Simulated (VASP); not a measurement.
# BN in VASP: notebook

The runs below take BN through dielectric tensor, with r2SCAN.

All numbers are computed with VASP 6.6.1; they aren't measurements. Logs are shortened: lines on timing, memory, paths and dates and some standing lists are left out, and cuts for length are marked.

### Step 1. The cell of the first run

The structure is cubic, space group F-43m (No. 216). Conventional cell: a = 3.610 Å, b = 3.610 Å, c = 3.610 Å, α = 90.00°, β = 90.00°, γ = 90.00°. Within 2.1 Å of B (site symmetry -43m) lie 4 N at 1.56 Å. N (site symmetry -43m) has 4 B at 1.56 Å within 2.1 Å.

### Step 2. Dielectric tensor, r2SCAN

File INCAR:

```
SYSTEM = BN
PREC     = Accurate       ! precision mode
ENCUT    = 520            ! plane-wave cutoff, eV
EDIFF    = 1E-8           ! SCF threshold, eV
ISMEAR   = 0              ! smearing method
SIGMA    = 0.01           ! smearing width, eV
LREAL    = .False.        ! projectors in reciprocal space
LASPH    = .True.         ! aspherical terms in the spheres
NELM     = 100            ! most SCF steps
ALGO     = Normal         ! electronic algorithm
ISIF     = 2              ! what is computed and relaxed
LWAVE    = .False.        ! write WAVECAR
LCHARG   = .False.        ! write CHGCAR
METAGGA  = R2SCAN         ! meta-GGA
LMIXTAU  = .True.       
LCALCEPS = .True.
```

File KPOINTS:

```
regular mesh
0
Gamma
  10 10 10
  0 0 0
```

File POSCAR:

```
BN
1.0
    0.0000000000      1.8048254650      1.8048254650
    1.8048254650      0.0000000000      1.8048254650
    1.8048254650      1.8048254650      0.0000000000
B N
1 1
Direct
    0.0000000000      0.0000000000      0.0000000000
    0.2500000000      0.2500000000      0.2500000000
```

Potentials or basis: VASP PAW PBE potentials, release 64 (B, N).

Run with:

```console
$ cat potpaw_PBE.64/B/POTCAR potpaw_PBE.64/N/POTCAR > POTCAR
$ mpirun -np 1 vasp_std > vasp.out
```

OUTCAR:

```text
SYSTEM = BN
   PREC = Accurate
   ENCUT = 520
   EDIFF = 1E-8
   ISMEAR = 0
   LREAL = .False.
   LASPH = .True.
   NELM = 100
   ISIF = 2
   METAGGA = R2SCAN

 ion  position               nearest neighbor table
   1  0.000  0.000  0.000-   2 1.56   2 1.56   2 1.56   2 1.56
   2  0.250  0.250  0.250-   1 1.56   1 1.56   1 1.56   1 1.56

  LATTYP: Found a face centered cubic cell.
 ALAT       =     3.6096509300

  Lattice vectors:

 A1 = (   0.0000000000,   1.8048254650,   1.8048254650)
 A2 = (   1.8048254650,   0.0000000000,   1.8048254650)
 A3 = (   1.8048254650,   1.8048254650,   0.0000000000)

Analysis of symmetry for initial positions (statically):
=====================================================================
 Subroutine PRICEL returns:
 Original cell was already a primitive cell.

 Routine SETGRP: Setting up the symmetry group for a
 face centered cubic supercell.

 Subroutine GETGRP returns: Found 24 space group operations
 (whereof 24 operations were pure point group operations)
 out of a pool of 48 trial point group operations.

The static configuration has the point symmetry T_d .

Analysis of symmetry for dynamics (positions and initial velocities):
=====================================================================
 Subroutine PRICEL returns:
 Original cell was already a primitive cell.

 Routine SETGRP: Setting up the symmetry group for a
 face centered cubic supercell.

 Subroutine GETGRP returns: Found 24 space group operations
 (whereof 24 operations were pure point group operations)
 out of a pool of 48 trial point group operations.

The dynamic configuration has the point symmetry T_d .

 Subroutine INISYM returns: Found 24 space group operations
 (whereof 24 operations are pure point group operations),
 and found     1 'primitive' translations

----------------------------------------------------------------------------------------

                                     Primitive cell

  volume of cell :      11.7581

  direct lattice vectors                    reciprocal lattice vectors
     0.000000000  1.804825465  1.804825465    -0.277035098  0.277035098  0.277035098
     1.804825465  0.000000000  1.804825465     0.277035098 -0.277035098  0.277035098
     1.804825465  1.804825465  0.000000000     0.277035098  0.277035098 -0.277035098

  length of vectors
[... 129 lines left out ...]
  energy without entropy =      -19.17162299  energy(sigma->0) =      -19.17162299

 E-fermi :   7.3496     XC(G=0): -13.6699

 val. band max:        7.2973653191   @ k =   0.0000   0.0000   0.0000
 cond. band min:   10000.0000000000   @ k =   0.0000   0.0000   0.0000
 fundamental gap:   9992.7026346809
 Fermi energy:         7.3496112192

 k-point     1 :       0.0000    0.0000    0.0000
  band No.  band energies     occupation
      1     -14.0456      2.00000
      2       7.2971      2.00000
      3       7.2972      2.00000
      4       7.2974      2.00000
      5   10000.0000      0.00000
      6   10000.0000      0.00000
      7   10000.0000      0.00000
      8   10000.0000      0.00000
[... 243 lines left out ...]
 k-point    24 :       0.4000    0.3000    0.0000
  band No.  band energies     occupation
      1     -10.1428      2.00000
      2       0.1588      2.00000
      3       2.5927      2.00000
      4       3.0479      2.00000
      5   10000.0000      0.00000
      6   10000.0000      0.00000
      7   10000.0000      0.00000
      8   10000.0000      0.00000

 [... further k-points ...]

------------------------ aborting loop because EDIFF is reached ----------------------------------------

            Ionic dipole moment: p[ion]=(     4.51206     4.51206     4.51206 ) |e| Angst

 Total electronic dipole moment: p[elc]=(     0.00249     0.00249     0.00478 ) |e| Angst

 MACROSCOPIC STATIC DIELECTRIC TENSOR (including local field effects)
 ------------------------------------------------------
           4.521668    -0.000000     0.000000
          -0.000000     4.521668     0.000000
          -0.000000    -0.000000     4.521668
 ------------------------------------------------------

 PIEZOELECTRIC TENSOR (including local field effects) (e Angst)
          XX          YY          ZZ          XY          YZ          ZX
  --------------------------------------------------------------------------------
  x    -0.00000     0.00000     0.00000     0.00000    -0.80890     0.00000
  y     0.00000     0.00000     0.00000    -0.00000     0.00000    -0.80890
  z     0.00000     0.00000     0.00000    -0.80890    -0.00000     0.00000

 PIEZOELECTRIC TENSOR (including local field effects) (C/m^2)
          XX          YY          ZZ          XY          YZ          ZX
  --------------------------------------------------------------------------------
  x    -0.00000     0.00000     0.00000     0.00000    -1.10223     0.00000
  y     0.00000     0.00000     0.00000    -0.00000     0.00000    -1.10223
  z     0.00000     0.00000     0.00000    -1.10223    -0.00000     0.00000

 BORN EFFECTIVE CHARGES (including local field effects) (in |e|, cummulative output)
 ---------------------------------------------------------------------------------
 ion    1
    1     2.02528    -0.00000     0.00000
    2     0.00000     2.02528     0.00000
    3    -0.00000    -0.00000     2.02528
 ion    2
    1    -2.02528    -0.00000     0.00000
    2     0.00000    -2.02528     0.00000
    3     0.00000     0.00000    -2.02528

  FORCE on cell =-STRESS in cart. coord.  units (eV):
  Direction    XX          YY          ZZ          XY          YZ          ZX
  --------------------------------------------------------------------------------------
  -------------------------------------------------------------------------------------
  Total        0.0837126      0.0837126      0.0837126     -0.0000000     -0.0000000      0.0000000
  in kB       11.4068490     11.4068490     11.4068490     -0.0000000     -0.0000000      0.0000000
  external PRESSURE =      11.4068490 kB  Pullay stress =       0.0000000 kB

 VOLUME and BASIS-vectors are now :
 -----------------------------------------------------------------------------
  energy-cutoff  :      520.00
  volume of cell :       11.76
      direct lattice vectors                 reciprocal lattice vectors
     0.000000000  1.804825465  1.804825465    -0.277035098  0.277035098  0.277035098
     1.804825465  0.000000000  1.804825465     0.277035098 -0.277035098  0.277035098
     1.804825465  1.804825465  0.000000000     0.277035098  0.277035098 -0.277035098

 POSITION                                       TOTAL-FORCE (eV/Angst)
 -----------------------------------------------------------------------------------
      0.00000      0.00000      0.00000        -0.000000      0.000000     -0.000000
      0.90241      0.90241      0.90241         0.000000     -0.000000      0.000000
 -----------------------------------------------------------------------------------
    total drift:                                0.000000      0.000000      0.000000

  FREE ENERGIE OF THE ION-ELECTRON SYSTEM (eV)
  ---------------------------------------------------
  free  energy   TOTEN  =       -19.1716229852 eV

  energy  without entropy=      -19.1716229852  energy(sigma->0) =      -19.17162299
```

It took 8.6 min on 1 thread of Intel Xeon 6975P-C (Granite Rapids), shared host; peak memory 0.24 GiB.

Results:

```yaml
Band_gap_on_the_k_mesh: 4.98 eV (least direct gap 9.55 eV)
Electronic_dielectric_tensor_diagonal: 4.52
Born_charges_mean_of_the_diagonal: B +2.03; N -2.03 e
```

Levels at points of the mesh, in eV from the valence-band top:
```tsv
k point	band 1	band 2	band 3	band 4	band 5	band 6	band 7	band 8
(0.00, 0.00, 0.00)	-21.34	0.00	0.00	0.00	9.55	9.55	9.55	11.14
(0.50, 0.00, 0.00)	-17.03	-11.12	-2.02	-2.02	10.85	11.49	11.49	16.45
(0.50, 0.50, 0.00)	-15.60	-9.35	-5.12	-5.12	4.98	9.84	19.33	19.33
```

Electronic dielectric tensor:
```
4.52 0.00 0.00
0.00 4.52 0.00
0.00 0.00 4.52
```

Born effective charge tensors (e):
atom 1, B
```
2.03 0.00 0.00
0.00 2.03 0.00
0.00 0.00 2.03
```
atom 2, N
```
-2.03  0.00  0.00
 0.00 -2.03  0.00
 0.00  0.00 -2.03
```

Dipole moments of the cell (e·Å, modulo the quantum): ionic 4.512, 4.512, 4.512; electronic 0.002, 0.002, 0.005

Caveat: the PAW data sets were made with another functional, which shifts forces and pressure a little. A k mesh can miss the band edges.

### Step 3. Dielectric tensor, r2SCAN (epitaxial 111 strain -4.0%)

File INCAR:

```
  PREC = Accurate
  ENCUT = 520
  EDIFF = 1E-8
  ISMEAR = 0
  SIGMA = 0.01
  LREAL = False
  LASPH = True
  NELM = 100
  ALGO = Normal
  ISIF = 2
  LWAVE = False
  LCHARG = False
  METAGGA = R2SCAN
  LMIXTAU = True
  LCALCEPS = True
```

File KPOINTS:

```
regular mesh
0
Gamma
  10 10 10
```

File POSCAR:

```
BN
1.0
    0.0558742404      1.7885066868      1.7885066868
    1.7885066868      0.0558742404      1.7885066868
    1.7885066868      1.7885066868      0.0558742404
B N
1 1
Direct
    0.0004442732      0.0004442732      0.0004442732
    0.2495557268      0.2495557268      0.2495557268
```

Potentials or basis: VASP PAW PBE potentials, release 64 (B, N).

Run with:

```console
$ cat potpaw_PBE.64/B/POTCAR potpaw_PBE.64/N/POTCAR > POTCAR
$ mpirun -np 1 vasp_std > vasp.out
```

OUTCAR:

```text
PREC = Accurate
   ENCUT = 520
   EDIFF = 1E-8
   ISMEAR = 0
   LREAL = False
   LASPH = True
   NELM = 100
   ISIF = 2
   METAGGA = R2SCAN

 ion  position               nearest neighbor table
   1  0.000  0.000  0.000-   2 1.51   2 1.51   2 1.51   2 1.57
   2  0.250  0.250  0.250-   1 1.51   1 1.51   1 1.51   1 1.57

  LATTYP: Found a trigonal (rhomboedric) cell.
 ALAT       =     2.5299474833
 COS(alpha) =     0.5309816077

  Lattice vectors:

 A1 = (   0.0558742404,   1.7885066868,   1.7885066868)
 A2 = (   1.7885066868,   0.0558742404,   1.7885066868)
 A3 = (   1.7885066868,   1.7885066868,   0.0558742404)

Analysis of symmetry for initial positions (statically):
=====================================================================
 Subroutine PRICEL returns:
 Original cell was already a primitive cell.

 Routine SETGRP: Setting up the symmetry group for a
 trigonal (rhombohedral) supercell.

 Subroutine GETGRP returns: Found  6 space group operations
 (whereof  6 operations were pure point group operations)
 out of a pool of 12 trial point group operations.

The static configuration has the point symmetry C_3v.

Analysis of symmetry for dynamics (positions and initial velocities):
=====================================================================
 Subroutine PRICEL returns:
 Original cell was already a primitive cell.

 Routine SETGRP: Setting up the symmetry group for a
 trigonal (rhombohedral) supercell.

 Subroutine GETGRP returns: Found  6 space group operations
 (whereof  6 operations were pure point group operations)
 out of a pool of 12 trial point group operations.

The dynamic configuration has the point symmetry C_3v.

 Subroutine INISYM returns: Found  6 space group operations
 (whereof  6 operations are pure point group operations),
 and found     1 'primitive' translations

----------------------------------------------------------------------------------------

                                     Primitive cell

  volume of cell :      10.9060

  direct lattice vectors                    reciprocal lattice vectors
     0.055874240  1.788506687  1.788506687    -0.293016595  0.284139860  0.284139860
     1.788506687  0.055874240  1.788506687     0.284139860 -0.293016595  0.284139860
     1.788506687  1.788506687  0.055874240     0.284139860  0.284139860 -0.293016595

  length of vectors
     2.529947483  2.529947483  2.529947483     0.497322476  0.497322476  0.497322476

  position of ions in fractional coordinates (direct lattice)
     0.000444273  0.000444273  0.000444273
     0.249555727  0.249555727  0.249555727

  ion indices of the primitive-cell ions
   primitive index   ion index
                 1           1
                 2           2

----------------------------------------------------------------------------------------

 KPOINTS: regular mesh

Automatic generation of k-mesh.
 Grid dimensions read from file:
 generate k-points for:   10   10   10

[... 76 lines left out ...]
   EMIN   =  10.00;   EMAX   =-10.00  energy-range for DOS
   EFERMI =   0.00;   METHOD = LEGACY
   ISMEAR =     0;   SIGMA  =   0.01  broadening in eV -4-tet -1-fermi 0-gaus
   EFERMI_NEDOS =   21; number of points for ismear=-14 and -15
   IALGO  =     38    algorithm
   IMIX   =      4    mixing-type and parameters
     AMIX     =   0.40;   BMIX     =  1.00
     AMIX_MAG =   1.60;   BMIX_MAG =  1.00
  volume/ion in A,a.u.               =       5.45        36.80
  Fermi-wavevector in a.u.,A,eV,Ry     =   1.476443  2.790072 29.659102  2.179883
  Thomas-Fermi vector in A             =   2.590969
   LORBIT       =      0    0 simple, 1 ext, 2 COOP (PROOUT), +10 PAW based schemes
   METAGGA = R2SCAN    functional components
   LHFCALC =     F    Hartree Fock is set to
   AEXX    =    0.0000 exact exchange contribution
   IVDW    =     0    specifies the selected vdW correction
   LEPSILON=     F    determine dielectric tensor
   LRPA    =     F    only Hartree local field effects (RPA)
   LRPA       =     F
 non-spin polarized calculation
 Gauss-broadening in eV      SIGMA  =   0.01
  energy-cutoff  :      520.00
  volume of cell :       10.91
 maximum number of plane-waves:       308
   NGX =  9   NGY =  9   NGZ =  9

 number of electron       8.0000001 magnetization

 Free energy of the ion-electron system (eV)
  ---------------------------------------------------
  ext. energy  EPLUGINS =         0.00000000
  ---------------------------------------------------
  free energy    TOTEN  =       -19.02133639 eV

  energy without entropy =      -19.02133639  energy(sigma->0) =      -19.02133639

 E-fermi :   8.4389     XC(G=0): -14.0739

 val. band max:        8.3840737440   @ k =   0.0000   0.0000   0.0000
 cond. band min:   10000.0000000000   @ k =   0.0000   0.0000   0.0000
 fundamental gap:   9991.6159262560
 Fermi energy:         8.4388604660

 k-point     1 :       0.0000    0.0000    0.0000
  band No.  band energies     occupation
      1     -13.9969      2.00000
      2       7.9924      2.00000
      3       8.3839      2.00000
      4       8.3841      2.00000
      5   10000.0000      0.00000
      6   10000.0000      0.00000
      7   10000.0000      0.00000
      8   10000.0000      0.00000
[... 243 lines left out ...]
 k-point    24 :       0.4000    0.3000   -0.0000
  band No.  band energies     occupation
      1      -9.8020      2.00000
      2       0.8807      2.00000
      3       3.3369      2.00000
      4       3.4394      2.00000
      5   10000.0000      0.00000
      6   10000.0000      0.00000
      7   10000.0000      0.00000
      8   10000.0000      0.00000

 [... further k-points ...]

------------------------ aborting loop because EDIFF is reached ----------------------------------------

            Ionic dipole moment: p[ion]=(     4.53788     4.53788     4.53788 ) |e| Angst

 Total electronic dipole moment: p[elc]=(    -0.01143    -0.01143    -0.00939 ) |e| Angst

 MACROSCOPIC STATIC DIELECTRIC TENSOR (including local field effects)
 ------------------------------------------------------
           4.467822     0.093809     0.093809
           0.093809     4.467822     0.093809
           0.093809     0.093809     4.467822
 ------------------------------------------------------

 PIEZOELECTRIC TENSOR (including local field effects) (e Angst)
          XX          YY          ZZ          XY          YZ          ZX
  --------------------------------------------------------------------------------
  x     0.01511    -0.02524    -0.02524    -0.01509    -0.75372    -0.01509
  y    -0.02524     0.01511    -0.02524    -0.01509    -0.01509    -0.75372
  z    -0.02524    -0.02524     0.01511    -0.75372    -0.01509    -0.01509

 PIEZOELECTRIC TENSOR (including local field effects) (C/m^2)
          XX          YY          ZZ          XY          YZ          ZX
  --------------------------------------------------------------------------------
  x     0.02220    -0.03708    -0.03708    -0.02217    -1.10727    -0.02217
  y    -0.03708     0.02220    -0.03708    -0.02217    -0.02217    -1.10727
  z    -0.03708    -0.03708     0.02220    -1.10727    -0.02217    -0.02217

 BORN EFFECTIVE CHARGES (including local field effects) (in |e|, cummulative output)
 ---------------------------------------------------------------------------------
 ion    1
    1     1.98952     0.03202     0.03202
    2     0.03202     1.98952     0.03202
    3     0.03202     0.03202     1.98952
 ion    2
    1    -1.98952    -0.03202    -0.03202
    2    -0.03202    -1.98952    -0.03202
    3    -0.03202    -0.03202    -1.98952

  FORCE on cell =-STRESS in cart. coord.  units (eV):
  Direction    XX          YY          ZZ          XY          YZ          ZX
  --------------------------------------------------------------------------------------
  -------------------------------------------------------------------------------------
  Total        2.4685498      2.4685498      2.4685498     -1.1925844     -1.1925844     -1.1925844
  in kB      362.6499607    362.6499607    362.6499607   -175.2002980   -175.2002980   -175.2002980
  external PRESSURE =     362.6499607 kB  Pullay stress =       0.0000000 kB

 VOLUME and BASIS-vectors are now :
 -----------------------------------------------------------------------------
  energy-cutoff  :      520.00
  volume of cell :       10.91
      direct lattice vectors                 reciprocal lattice vectors
     0.055874240  1.788506687  1.788506687    -0.293016595  0.284139860  0.284139860
     1.788506687  0.055874240  1.788506687     0.284139860 -0.293016595  0.284139860
     1.788506687  1.788506687  0.055874240     0.284139860  0.284139860 -0.293016595

 POSITION                                       TOTAL-FORCE (eV/Angst)
 -----------------------------------------------------------------------------------
      0.00161      0.00161      0.00161         0.006491      0.006491      0.006491
      0.90661      0.90661      0.90661        -0.006491     -0.006491     -0.006491
 -----------------------------------------------------------------------------------
    total drift:                                0.000017      0.000017      0.000016

  FREE ENERGIE OF THE ION-ELECTRON SYSTEM (eV)
  ---------------------------------------------------
  free  energy   TOTEN  =       -19.0213363923 eV

  energy  without entropy=      -19.0213363923  energy(sigma->0) =      -19.02133639
```

stdout:

```text
POSCAR found type information on POSCAR B N
 POSCAR found :  2 types and       2 ions
 scaLAPACK will be used
 -----------------------------------------------------------------------------
|                                                                             |
[... 86 lines left out ...]
dp_tot=(  0.553E-04  0.553E-04  0.210E-02 )  diag[e(oo)]=(    ---      ---    4.48443 )
 p_tot=(  0.453E+01  0.453E+01  0.453E+01 )
dp_tot=(  0.565E-04  0.565E-04  0.210E-02 )  diag[e(oo)]=(    ---      ---    4.47836 )
 p_tot=(  0.453E+01  0.453E+01  0.453E+01 )
dp_tot=(  0.568E-04  0.569E-04  0.209E-02 )  diag[e(oo)]=(    ---      ---    4.47511 )
 final diagonalization full
 p_tot=(  0.453E+01  0.453E+01  0.453E+01 )
dp_tot=(  0.566E-04  0.566E-04  0.209E-02 )  diag[e(oo)]=(    ---      ---    4.46785 )
```

It took 8.9 min on 1 thread of Intel Xeon 6975P-C (Granite Rapids), shared host; peak memory 0.24 GiB.

What came out:

```yaml
Band_gap_on_the_k_mesh: 4.88 eV (least direct gap 8.56 eV)
Electronic_dielectric_tensor_diagonal: 4.47
Born_charges_mean_of_the_diagonal: B +1.99; N -1.99 e
```

Electronic dielectric tensor:
```
4.47 0.09 0.09
0.09 4.47 0.09
0.09 0.09 4.47
```

Born effective charge tensors (e):
atom 1, B
```
1.99 0.03 0.03
0.03 1.99 0.03
0.03 0.03 1.99
```
atom 2, N
```
-1.99 -0.03 -0.03
-0.03 -1.99 -0.03
-0.03 -0.03 -1.99
```

Dipole moments of the cell (e·Å, modulo the quantum): ionic 4.538, 4.538, 4.538; electronic -0.011, -0.011, -0.009

Caveat: the cell differs from its parent crystal (epitaxial 111 strain -4.0%); the PAW data sets were made with another functional, which shifts forces and pressure a little.

[end of part 1 of 2]

The gap in the log of VASP goes by the Fermi energy; the results here count the filled bands.